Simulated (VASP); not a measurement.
Wanted: the native input for a VASP 6.6.1 run.

* Task: single point
* Functional: LDA
* Potentials or basis: VASP PAW LDA potentials, release 64 (Te, Sn_d)
* Cutoff: 520 eV
* k mesh: 6 × 6 × 6
* Occupations: fermi-dirac, width 0.05 eV
* Spin: no spin polarisation
* Dipole correction: no
* Further INCAR settings: ALGO = Normal; EDIFF = 1e-06; NBANDS = 32

The structure of Sn3Te lies in POSCAR:

```
Sn3Te
1.0
    4.9296506847      0.0000000000      0.0000000000
    0.0000000000      4.9296506847      0.0000000000
    0.0000000000      0.0000000000      4.9296506847
Te Sn
1 3
Direct
    0.0000000000      0.0000000000      0.0000000000
    0.0000000000      0.5000000000      0.5000000000
    0.5000000000      0.0000000000      0.5000000000
    0.5000000000      0.5000000000      0.0000000000
```

These files were run (other wordings do the same):

INCAR

```
ALGO = Normal
EDIFF = 1E-6
ENCUT = 520
ISIF = 2
ISMEAR = -1
LASPH = True
LCHARG = False
LREAL = False
LWAVE = False
NBANDS = 32
NELM = 100
PREC = Accurate
SIGMA = 0.05
```

KPOINTS

```
k-points
0
Gamma
  6 6 6
```

Potentials or basis: VASP PAW LDA potentials, release 64 (Te, Sn_d).

The run is started by

```console
$ cat potpaw_LDA.64/Te/POTCAR potpaw_LDA.64/Sn_d/POTCAR > POTCAR
$ mpirun -np 1 vasp_std > vasp.out
```

It gave:

```yaml
Pressure: -4.9 GPa
Band_gap_on_the_k_mesh: zero (band 24 reaches 9.58 eV, above the bottom of band 25 at 6.66 eV)
```

Caveat: spin-orbit coupling is left out, which moves the levels of the heavy elements.

Wall time 69 s on 1 thread of AMD EPYC 7R43 64-Core Processor (Zen 3) (shared host), peak memory 0.2 GiB.
